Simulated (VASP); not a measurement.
# SnSe (Cm) in VASP: single point with PBEsol

Aim: the single point of SnSe with PBEsol.

All numbers are computed with VASP 6.6.1; they aren't measurements. Logs are shortened: lines on timing, memory, paths and dates and some standing lists are left out, and cuts for length are marked.

**1. The cell of the first run**

The structure is monoclinic, space group Cm (No. 8). The conventional cell has a = 7.373 Å, b = 4.257 Å, c = 4.257 Å, α = 90.00°, β = 125.26°, γ = 90.00°. Sn (site symmetry m) has 6 Se at 2.81 to 3.21 Å within 3.7 Å. Within 3.7 Å of Se (site symmetry m) lie 6 Sn at 2.81 to 3.21 Å.

**2. Single point, PBEsol (atom 1 (Sn) moved by (-0.100, -0.200) A along [1 1 0] and z)**

The input, INCAR:

```
PREC = Accurate
ENCUT = 520
EDIFF = 1E-6
ISMEAR = 0
SIGMA = 0.05
LREAL = False
LASPH = True
NELM = 100
ALGO = Normal
ISIF = 2
LWAVE = False
LCHARG = False
GGA = PS
NBANDS = 17
```

The input, KPOINTS:

```
Automatic mesh
0
Gamma
  8 8 8
```

The input, POSCAR:

```
SnSe
1.0
    0.0000000000      3.0100000000      3.0100000000
    3.0100000000      0.0000000000      3.0100000000
    3.0100000000      3.0100000000      0.0000000000
Sn Se
1 1
Direct
   -0.0332225914     -0.0332225914      0.0097306717
    0.5000000000      0.5000000000      0.5000000000
```

Potentials or basis: VASP PAW PBE potentials, release 64 (Sn_d, Se).

Launch:

```sh
> cat potpaw_PBE.64/Sn_d/POTCAR potpaw_PBE.64/Se/POTCAR > POTCAR
> mpirun -np 1 vasp_std > vasp.out
```

OUTCAR:

```text
PREC = Accurate
   ENCUT = 520
   EDIFF = 1E-6
   ISMEAR = 0
   LREAL = False
   LASPH = True
   NELM = 100
   ISIF = 2
   GGA = PS

 ion  position               nearest neighbor table
   1  0.967  0.967  0.010-   2 2.81   2 2.95   2 2.95   2 3.09   2 3.09   2 3.21
   2  0.500  0.500  0.500-   1 2.81   1 2.95   1 2.95   1 3.09   1 3.09   1 3.21

  LATTYP: Found a face centered cubic cell.
 ALAT       =     6.0200000000

  Lattice vectors:

 A1 = (   0.0000000000,   3.0100000000,   3.0100000000)
 A2 = (   3.0100000000,   0.0000000000,   3.0100000000)
 A3 = (   3.0100000000,   3.0100000000,   0.0000000000)

Analysis of symmetry for initial positions (statically):
=====================================================================
 Subroutine PRICEL returns:
 Original cell was already a primitive cell.

 Routine SETGRP: Setting up the symmetry group for a
 face centered cubic supercell.

 Subroutine GETGRP returns: Found  2 space group operations
 (whereof  2 operations were pure point group operations)
 out of a pool of 48 trial point group operations.

The static configuration has the point symmetry C_1h.

Analysis of symmetry for dynamics (positions and initial velocities):
=====================================================================
 Subroutine PRICEL returns:
 Original cell was already a primitive cell.

 Routine SETGRP: Setting up the symmetry group for a
 face centered cubic supercell.

 Subroutine GETGRP returns: Found  2 space group operations
 (whereof  2 operations were pure point group operations)
 out of a pool of 48 trial point group operations.

The dynamic configuration has the point symmetry C_1h.

 Subroutine INISYM returns: Found  2 space group operations
 (whereof  2 operations are pure point group operations),
 and found     1 'primitive' translations

----------------------------------------------------------------------------------------

                                     Primitive cell

  volume of cell :      54.5418

  direct lattice vectors                    reciprocal lattice vectors
     0.000000000  3.010000000  3.010000000    -0.166112957  0.166112957  0.166112957
     3.010000000  0.000000000  3.010000000     0.166112957 -0.166112957  0.166112957
     3.010000000  3.010000000  0.000000000     0.166112957  0.166112957 -0.166112957

  length of vectors
     4.256782823  4.256782823  4.256782823     0.287716081  0.287716081  0.287716081

  position of ions in fractional coordinates (direct lattice)
     0.966777409  0.966777409  0.009730672
     0.500000000  0.500000000  0.500000000

  ion indices of the primitive-cell ions
   primitive index   ion index
                 1           1
                 2           2

----------------------------------------------------------------------------------------

 KPOINTS: Automatic mesh

Automatic generation of k-mesh.
 Grid dimensions read from file:
 generate k-points for:    8    8    8

 Generating k-lattice:

  Cartesian coordinates                     Fractional coordinates (reciprocal lattice)
    -0.020764120  0.020764120  0.020764120     0.125000000  0.000000000  0.000000000
     0.020764120 -0.020764120  0.020764120     0.000000000  0.125000000  0.000000000
     0.020764120  0.020764120 -0.020764120     0.000000000  0.000000000  0.125000000

  Length of vectors
     0.035964510  0.035964510  0.035964510

  Shift w.r.t. Gamma in fractional coordinates (k-lattice)
     0.000000000  0.000000000  0.000000000

 Subroutine IBZKPT returns following result:
 ===========================================

 Found    150 irreducible k-points:

 Following reciprocal coordinates:
            Coordinates               Weight
  0.000000  0.000000  0.000000      1.000000
  0.125000  0.000000  0.000000      4.000000
  0.000000  0.000000  0.125000      2.000000
  0.125000  0.125000  0.125000      2.000000
  0.250000  0.000000  0.000000      4.000000
  0.000000  0.000000  0.250000      2.000000
[... 16 lines left out ...]
  0.375000  0.125000  0.000000      4.000000
  0.000000  0.375000  0.125000      4.000000
 [... further k-points ...]
   k-points           NKPTS =    150   k-points in BZ     NKDIM =    150   number of bands    NBANDS=     17
   number of dos      NEDOS =    301   number of ions     NIONS =      2
   total plane-waves  NPLWV =  32768
   dimension x,y,z NGX =    32 NGY =   32 NGZ =   32
   dimension x,y,z NGXF=    64 NGYF=   64 NGZF=   64
   ions per type =               1   1
   NGX,Y,Z   is equivalent  to a cutoff of  12.50, 12.50, 12.50 a.u.
   NGXF,Y,Z  is equivalent  to a cutoff of  24.99, 24.99, 24.99 a.u.
 SYSTEM =  unknown system
   PREC   = accura    normal or accurate (medium, high low for compatibility)
   ISTART =      0    job   : 0-new  1-cont  2-samecut
   ICHARG =      2    charge: 1-file 2-atom 10-const
   ISPIN  =      1    spin polarized calculation?
   LNONCOLLINEAR =      F non collinear calculations
   LSORBIT =      F    spin-orbit coupling
   LASPH  =      T    aspherical Exc in radial PAW
   ENCUT  =  520.0 eV  38.22 Ry    6.18 a.u.   7.91  7.91  7.91*2*pi/ulx,y,z
   NELM   =    100;   NELMIN=  2; NELMDL= -5     # of ELM steps
   EDIFF  = 0.1E-05   stopping-criterion for ELM
   LREAL  =      F    real-space projection
   EDIFFG = 0.1E-04   stopping-criterion for IOM
   NSW    =      0    number of steps for IOM
   IBRION =     -1    ionic relax: 0-MD 1-quasi-New 2-CG
   NFREE  =      0    steps in history (QN), initial steepest desc. (CG)
   ISIF   =      2    stress and relaxation
   ISYM   =      2    0-nonsym 1-usesym 2-fastsym
   POTIM  = 0.5000    time-step for ionic-motion
   TEBEG  =    0.0;   TEEND  =   0.0 temperature during run
   PSTRESS=    0.0 pullay stress
   NELECT =      20.0000    total number of electrons
   NUPDOWN=      -1.0000    fix difference up-down
   EMIN   =  10.00;   EMAX   =-10.00  energy-range for DOS
   EFERMI =   0.00;   METHOD = LEGACY
   ISMEAR =     0;   SIGMA  =   0.05  broadening in eV -4-tet -1-fermi 0-gaus
   EFERMI_NEDOS =   21; number of points for ismear=-14 and -15
   IALGO  =     38    algorithm
   IMIX   =      4    mixing-type and parameters
     AMIX     =   0.40;   BMIX     =  1.00
     AMIX_MAG =   1.60;   BMIX_MAG =  1.00
  volume/ion in A,a.u.               =      27.27       184.03
  Fermi-wavevector in a.u.,A,eV,Ry     =   1.171768  2.214321 18.681350  1.373040
  Thomas-Fermi vector in A             =   2.308207
   LORBIT       =      0    0 simple, 1 ext, 2 COOP (PROOUT), +10 PAW based schemes
   GGA     = PS    functional components
   LHFCALC =     F    Hartree Fock is set to
   AEXX    =    0.0000 exact exchange contribution
   IVDW    =     0    specifies the selected vdW correction
   LEPSILON=     F    determine dielectric tensor
   LRPA    =     F    only Hartree local field effects (RPA)
 non-spin polarized calculation
 Gauss-broadening in eV      SIGMA  =   0.05
  energy-cutoff  :      520.00
  volume of cell :       54.54
 maximum number of plane-waves:      1480
   NGX = 15   NGY = 15   NGZ = 15

 number of electron      19.9999999 magnetization

 Free energy of the ion-electron system (eV)
  ---------------------------------------------------
  ext. energy  EPLUGINS =         0.00000000
  ---------------------------------------------------
  free energy    TOTEN  =        -8.96656804 eV

  energy without entropy =       -8.96656804  energy(sigma->0) =       -8.96656804

 E-fermi :   5.6798     XC(G=0):  -9.7660

 val. band max:        5.4005503058   @ k =   0.0000   0.0000   0.5000
 cond. band min:       5.9938997563   @ k =   0.0000   0.0000   0.5000
 fundamental gap:      0.5933494505
 Fermi energy:         5.6798361351

 k-point     1 :       0.0000    0.0000    0.0000
  band No.  band energies     occupation
      1     -16.0115      2.00000
      2     -16.0114      2.00000
      3     -16.0073      2.00000
      4     -16.0048      2.00000
      5     -16.0046      2.00000
      6      -8.4953      2.00000
[... 9 lines left out ...]
     16      11.6552      0.00000
     17      13.4615      0.00000

 k-point     2 :       0.1250    0.0000    0.0000
  band No.  band energies     occupation
      1     -16.0122      2.00000
      2     -16.0106      2.00000
      3     -16.0080      2.00000
      4     -16.0039      2.00000
      5     -16.0030      2.00000
      6      -8.3854      2.00000
[... 9 lines left out ...]
     16      11.7936      0.00000
     17      14.5445      0.00000

 k-point     3 :       0.0000    0.0000    0.1250
  band No.  band energies     occupation
      1     -16.0119      2.00000
      2     -16.0111      2.00000
      3     -16.0076      2.00000
      4     -16.0037      2.00000
      5     -16.0034      2.00000
      6      -8.3843      2.00000
[... 9 lines left out ...]
     16      11.7629      0.00000
     17      14.5324      0.00000

 k-point     4 :       0.1250    0.1250    0.1250
  band No.  band energies     occupation
      1     -16.0123      2.00000
      2     -16.0110      2.00000
      3     -16.0078      2.00000
      4     -16.0035      2.00000
      5     -16.0031      2.00000
      6      -8.3876      2.00000
[... 9 lines left out ...]
     16      11.7422      0.00000
     17      14.6168      0.00000
[... 343 lines left out ...]
      1     -16.0145      2.00000
      2     -16.0117      2.00000
      3     -16.0110      2.00000
      4     -15.9991      2.00000
      5     -15.9979      2.00000
      6      -8.1176      2.00000
[... 9 lines left out ...]
     16      13.3373      0.00000
     17      15.0914      0.00000

 k-point    23 :       0.3750    0.1250    0.0000
  band No.  band energies     occupation
      1     -16.0179      2.00000
      2     -16.0135      2.00000
      3     -16.0092      2.00000
      4     -15.9966      2.00000
      5     -15.9933      2.00000
      6      -7.7688      2.00000
[... 9 lines left out ...]
     16      14.6302      0.00000
     17      16.7258      0.00000

 k-point    24 :       0.0000    0.3750    0.1250
  band No.  band energies     occupation
      1     -16.0201      2.00000
      2     -16.0117      2.00000
      3     -16.0048      2.00000
      4     -15.9999      2.00000
      5     -15.9940      2.00000
      6      -7.7747      2.00000
[... 9 lines left out ...]
     16      14.6326      0.00000
     17      16.7536      0.00000

 [... further k-points ...]

------------------------ aborting loop because EDIFF is reached ----------------------------------------

  FORCE on cell =-STRESS in cart. coord.  units (eV):
  Direction    XX          YY          ZZ          XY          YZ          ZX
  --------------------------------------------------------------------------------------
  -------------------------------------------------------------------------------------
  Total       -0.5141758     -0.5141758     -0.1561742      0.0204050      0.0563014      0.0563015
  in kB      -15.1040255    -15.1040255     -4.5876502      0.5994015      1.6538666      1.6538684
  external PRESSURE =     -11.5985671 kB  Pullay stress =       0.0000000 kB

 VOLUME and BASIS-vectors are now :
 -----------------------------------------------------------------------------
  energy-cutoff  :      520.00
  volume of cell :       54.54
      direct lattice vectors                 reciprocal lattice vectors
     0.000000000  3.010000000  3.010000000    -0.166112957  0.166112957  0.166112957
     3.010000000  0.000000000  3.010000000     0.166112957 -0.166112957  0.166112957
     3.010000000  3.010000000  0.000000000     0.166112957  0.166112957 -0.166112957

 POSITION                                       TOTAL-FORCE (eV/Angst)
 -----------------------------------------------------------------------------------
      2.93929      2.93929      5.82000         0.032531      0.032531      0.125496
      3.01000      3.01000      3.01000        -0.032531     -0.032531     -0.125496
 -----------------------------------------------------------------------------------
    total drift:                                0.000193      0.000193      0.000755

  FREE ENERGIE OF THE ION-ELECTRON SYSTEM (eV)
  ---------------------------------------------------
  free  energy   TOTEN  =        -8.9665680438 eV

  energy  without entropy=       -8.9665680438  energy(sigma->0) =       -8.96656804
```

It took 71 s on 1 thread of Intel Xeon Platinum 8375C at 2.90GHz (Ice Lake), shared host; peak memory 0.28 GiB.

What came out:

* Free energy: -8.9666 eV
* Pressure: -1.2 GPa
* Largest force: 0.134 eV/Å
* Band gap on the k mesh: 0.59 eV, direct

Forces on the atoms (eV/Å):
```
Sn   0.033  0.033  0.125
Se  -0.033 -0.033 -0.125
```

Levels at points of the mesh, in eV from the valence-band top:
| k point | band 6 | band 7 | band 8 | band 9 | band 10 | band 11 | band 12 | band 13 | band 14 | band 15 |
| --- | --- | --- | --- | --- | --- | --- | --- | --- | --- | --- |
| (0.00, 0.00, 0.00) | -13.90 | -5.03 | -2.26 | -2.14 | -2.09 | 3.94 | 4.04 | 4.39 | 5.86 | 6.13 |
| (0.50, 0.00, 0.00) | -12.96 | -8.03 | -2.10 | -1.94 | -0.11 | 0.68 | 1.35 | 1.51 | 8.06 | 10.10 |
| (0.00, 0.00, 0.50) | -12.94 | -8.08 | -2.05 | -2.00 | 0.00 | 0.59 | 1.39 | 1.54 | 8.08 | 10.06 |
| (0.50, 0.50, 0.50) | -12.98 | -7.95 | -2.08 | -1.93 | -0.29 | 0.84 | 1.26 | 1.43 | 8.01 | 10.20 |
| (0.50, 0.50, 0.00) | -12.66 | -6.50 | -4.97 | -3.63 | -3.58 | 2.89 | 5.40 | 5.47 | 6.06 | 10.50 |
| (0.00, 0.50, 0.50) | -12.69 | -6.12 | -5.37 | -3.64 | -3.51 | 2.66 | 5.48 | 5.68 | 5.97 | 10.47 |

Caveat: the cell differs from its parent crystal (atom 1 (Sn) moved by (-0.100, -0.200) A along [1 1 0] and z); the PAW data sets were made with another functional, which shifts forces and pressure a little; spin-orbit coupling is left out, which moves the levels of the heavy elements. A k mesh can miss the band edges.
